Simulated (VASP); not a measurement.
# CrGaC4N4 (P-43m) in VASP: notebook, part 2 of 2

VASP 6.6.1. The steps go on from the part before.

## 3. Single point, PBE, collinear spin, ferromagnetic start

This run uses another cell than the first one, of 20.53 Å³/atom.

Input file INCAR:

```
PREC = Accurate
ENCUT = 520
EDIFF = 1E-6
ISMEAR = 0
SIGMA = 0.1
LREAL = F
LASPH = T
NELM = 150
ALGO = Normal
ISIF = 2
LWAVE = F
LCHARG = F
ISPIN = 2
MAGMOM = 3 0 0 0 0 0 0 0 0 0
LORBIT = 11
LMAXMIX = 4
GGA = PE
NBANDS = 46
```

Input file KPOINTS:

```
regular mesh
0
Gamma
  4 4 4
```

Input file POSCAR:

```
CrGaC4N4
1.0
    5.8988139678      0.0000000000      0.0000000000
    0.0000000000      5.8988139678      0.0000000000
    0.0000000000      0.0000000000      5.8988139678
Cr Ga C N
1 1 4 4
Direct
    0.0000000000      0.0000000000      0.0000000000
    0.5000000000      0.5000000000      0.5000000000
    0.2003875626      0.2003875626      0.2003875626
    0.2003875626      0.7996124374      0.7996124374
    0.7996124374      0.2003875626      0.7996124374
    0.7996124374      0.7996124374      0.2003875626
    0.3156418070      0.3156418070      0.3156418070
    0.3156418070      0.6843581930      0.6843581930
    0.6843581930      0.3156418070      0.6843581930
    0.6843581930      0.6843581930      0.3156418070
```

Potentials or basis: VASP PAW PBE potentials, release 64 (Cr_pv, Ga_d, C, N).

Command:

```sh
cat potpaw_PBE.64/Cr_pv/POTCAR potpaw_PBE.64/Ga_d/POTCAR potpaw_PBE.64/C/POTCAR potpaw_PBE.64/N/POTCAR > POTCAR
mpirun -np 1 vasp_std > vasp.out
```

OUTCAR:

```text
PREC = Accurate
   ENCUT = 520
   EDIFF = 1E-6
   ISMEAR = 0
   LREAL = F
   LASPH = T
   NELM = 150
   ISIF = 2
   ISPIN = 2
   LORBIT = 11
   GGA = PE

 ion  position               nearest neighbor table
   1  0.000  0.000  0.000-   3 2.05   4 2.05   5 2.05   6 2.05
   2  0.500  0.500  0.500-   7 1.88   8 1.88   9 1.88  10 1.88
   3  0.200  0.200  0.200-   7 1.18   1 2.05
   4  0.200  0.800  0.800-   8 1.18   1 2.05
   5  0.800  0.200  0.800-   9 1.18   1 2.05
   6  0.800  0.800  0.200-  10 1.18   1 2.05
   7  0.316  0.316  0.316-   3 1.18   2 1.88
   8  0.316  0.684  0.684-   4 1.18   2 1.88
   9  0.684  0.316  0.684-   5 1.18   2 1.88
  10  0.684  0.684  0.316-   6 1.18   2 1.88

  LATTYP: Found a simple cubic cell.
 ALAT       =     5.8988139678

  Lattice vectors:

 A1 = (   5.8988139678,   0.0000000000,   0.0000000000)
 A2 = (   0.0000000000,   5.8988139678,   0.0000000000)
 A3 = (   0.0000000000,   0.0000000000,   5.8988139678)

Analysis of symmetry for initial positions (statically):
=====================================================================
 Subroutine PRICEL returns:
 Original cell was already a primitive cell.

 Routine SETGRP: Setting up the symmetry group for a
 simple cubic supercell.

 Subroutine GETGRP returns: Found 24 space group operations
 (whereof 24 operations were pure point group operations)
 out of a pool of 48 trial point group operations.

The static configuration has the point symmetry T_d .

Analysis of symmetry for dynamics (positions and initial velocities):
=====================================================================
 Subroutine PRICEL returns:
 Original cell was already a primitive cell.

 Routine SETGRP: Setting up the symmetry group for a
 simple cubic supercell.

 Subroutine GETGRP returns: Found 24 space group operations
 (whereof 24 operations were pure point group operations)
 out of a pool of 48 trial point group operations.

The dynamic configuration has the point symmetry T_d .

Analysis of structural, dynamic, and magnetic symmetry:
=====================================================================
 Subroutine PRICEL returns:
 Original cell was already a primitive cell.

 Routine SETGRP: Setting up the symmetry group for a
 simple cubic supercell.

 Subroutine GETGRP returns: Found 24 space group operations
 (whereof 24 operations were pure point group operations)
 out of a pool of 48 trial point group operations.

The overall configuration has the point symmetry T_d .

 Subroutine INISYM returns: Found 24 space group operations
 (whereof 24 operations are pure point group operations),
 and found     1 'primitive' translations

----------------------------------------------------------------------------------------

                                     Primitive cell

  volume of cell :     205.2552

  direct lattice vectors                    reciprocal lattice vectors
     5.898813968  0.000000000  0.000000000     0.169525604  0.000000000  0.000000000
     0.000000000  5.898813968  0.000000000     0.000000000  0.169525604  0.000000000
[... 101 lines left out ...]
   ISMEAR =     0;   SIGMA  =   0.10  broadening in eV -4-tet -1-fermi 0-gaus
   EFERMI_NEDOS =   21; number of points for ismear=-14 and -15
   IALGO  =     38    algorithm
   IMIX   =      4    mixing-type and parameters
     AMIX     =   0.40;   BMIX     =  1.00
     AMIX_MAG =   1.60;   BMIX_MAG =  1.00
  volume/ion in A,a.u.               =      20.53       138.51
  Fermi-wavevector in a.u.,A,eV,Ry     =   1.092497  2.064519 16.239216  1.193549
  Thomas-Fermi vector in A             =   2.228763
   LORBIT       =     11    0 simple, 1 ext, 2 COOP (PROOUT), +10 PAW based schemes
   GGA     = PE    functional components
   LHFCALC =     F    Hartree Fock is set to
   AEXX    =    0.0000 exact exchange contribution
   IVDW    =     0    specifies the selected vdW correction
   LEPSILON=     F    determine dielectric tensor
   LRPA    =     F    only Hartree local field effects (RPA)
 spin polarized calculation
 Gauss-broadening in eV      SIGMA  =   0.10
  energy-cutoff  :      520.00
  volume of cell :      205.26
 maximum number of plane-waves:      5552
 NGX is ok and might be reduce to    48
   NGX = 21   NGY = 21   NGZ = 21

 number of electron      60.9999995 magnetization       5.0002006

 Free energy of the ion-electron system (eV)
  ---------------------------------------------------
  ext. energy  EPLUGINS =         0.00000000
  ---------------------------------------------------
  free energy    TOTEN  =       -79.08091803 eV

  energy without entropy =      -79.08091803  energy(sigma->0) =      -79.08091803

 E-fermi :   0.6770     XC(G=0):  -7.2464

 val. band max:        0.1408086353   @ k =   0.5000   0.5000   0.0000
 cond. band min:       1.2838082768   @ k =   0.5000   0.5000   0.0000
 fundamental gap:      1.1429996415
 Fermi energy:         0.6769560179

 spin component 1

 k-point     1 :       0.0000    0.0000    0.0000
  band No.  band energies     occupation
      1     -43.5318      1.00000
      2     -43.5318      1.00000
      3     -43.5318      1.00000
      4     -18.7880      1.00000
      5     -18.6201      1.00000
      6     -18.6201      1.00000
[... 439 lines left out ...]
     41       4.2917      0.00000
     42       4.4635      0.00000
 Fermi energy:         0.6769560179

 spin component 2

 k-point     1 :       0.0000    0.0000    0.0000
  band No.  band energies     occupation
      1     -40.0599      1.00000
      2     -40.0599      1.00000
      3     -40.0599      1.00000
      4     -18.6650      1.00000
      5     -18.5037      1.00000
      6     -18.5037      1.00000
[... 439 lines left out ...]
     41       5.0821      0.00000
     42       5.0821      0.00000
 [bands above 42 left out]

------------------------ aborting loop because EDIFF is reached ----------------------------------------

  FORCE on cell =-STRESS in cart. coord.  units (eV):
  Direction    XX          YY          ZZ          XY          YZ          ZX
  --------------------------------------------------------------------------------------
  -------------------------------------------------------------------------------------
  Total        0.4514861      0.4514861      0.4514861      0.0000000      0.0000000     -0.0000000
  in kB        3.5242029      3.5242029      3.5242029      0.0000000      0.0000000     -0.0000000
  external PRESSURE =       3.5242029 kB  Pullay stress =       0.0000000 kB

 VOLUME and BASIS-vectors are now :
 -----------------------------------------------------------------------------
  energy-cutoff  :      520.00
  volume of cell :      205.26
      direct lattice vectors                 reciprocal lattice vectors
     5.898813968  0.000000000  0.000000000     0.169525604  0.000000000  0.000000000
     0.000000000  5.898813968  0.000000000     0.000000000  0.169525604  0.000000000
     0.000000000  0.000000000  5.898813968     0.000000000  0.000000000  0.169525604

 POSITION                                       TOTAL-FORCE (eV/Angst)
 -----------------------------------------------------------------------------------
      0.00000      0.00000      0.00000        -0.000000     -0.000000     -0.000000
      2.94941      2.94941      2.94941        -0.000000     -0.000000     -0.000000
      1.18205      1.18205      1.18205        -0.164763     -0.164763     -0.164763
      1.18205      4.71677      4.71677        -0.164763      0.164763      0.164763
      4.71677      1.18205      4.71677         0.164763     -0.164763      0.164763
      4.71677      4.71677      1.18205         0.164763      0.164763     -0.164763
      1.86191      1.86191      1.86191         0.209569      0.209569      0.209569
      1.86191      4.03690      4.03690         0.209569     -0.209569     -0.209569
      4.03690      1.86191      4.03690        -0.209569      0.209569     -0.209569
      4.03690      4.03690      1.86191        -0.209569     -0.209569      0.209569
 -----------------------------------------------------------------------------------
    total drift:                               -0.000000     -0.000000     -0.000000

  FREE ENERGIE OF THE ION-ELECTRON SYSTEM (eV)
  ---------------------------------------------------
  free  energy   TOTEN  =       -79.0809180277 eV

  energy  without entropy=      -79.0809180277  energy(sigma->0) =      -79.08091803

 total charge

# of ion       s       p       d       tot
------------------------------------------
    1        0.298   6.350   4.081  10.729
    2        0.700   0.884  10.214  11.798
    3        0.969   1.569   0.000   2.537
    4        0.969   1.569   0.000   2.537
    5        0.969   1.569   0.000   2.537
    6        0.969   1.569   0.000   2.537
    7        1.280   2.661   0.000   3.941
    8        1.280   2.661   0.000   3.941
    9        1.280   2.661   0.000   3.941
   10        1.280   2.661   0.000   3.941
--------------------------------------------------
tot          9.991  24.155  14.295  48.441

 magnetization (x)

# of ion       s       p       d       tot
------------------------------------------
    1        0.027   0.114   3.357   3.499
    2       -0.002   0.002   0.014   0.014
    3       -0.009  -0.004   0.000  -0.013
    4       -0.009  -0.004   0.000  -0.013
    5       -0.009  -0.004   0.000  -0.013
    6       -0.009  -0.004   0.000  -0.013
    7        0.005   0.100   0.000   0.105
    8        0.005   0.100   0.000   0.105
    9        0.005   0.100   0.000   0.105
   10        0.005   0.100   0.000   0.105
--------------------------------------------------
tot          0.010   0.500   3.372   3.881
```

It took 6.2 min on 1 thread of Intel Xeon Platinum 8259CL at 2.50GHz (Skylake/Cascade Lake), shared host; peak memory 0.48 GiB.

What came out:

* Free energy: -79.0809 eV
* Pressure: 0.4 GPa
* Largest force: 0.363 eV/Å
* Band gap on the k mesh: 1.14 eV
* Net moment: 5.00 μB per cell
* Site moments: Cr +3.50; Ga +0.01; C -0.01; N +0.10 μB
* Valence electrons inside the program's atomic spheres: Cr 10.73; Ga 11.80; C 2.54; N 3.94

Forces on the atoms (eV/Å):
```
Cr   0.000  0.000  0.000
Ga   0.000  0.000  0.000
C   -0.165 -0.165 -0.165
C   -0.165  0.165  0.165
C    0.165 -0.165  0.165
C    0.165  0.165 -0.165
N    0.210  0.210  0.210
N    0.210 -0.210 -0.210
N   -0.210  0.210 -0.210
N   -0.210 -0.210  0.210
```

Caveat: a cell with one magnetic atom can't hold antiferromagnetic order, which such compounds often take.
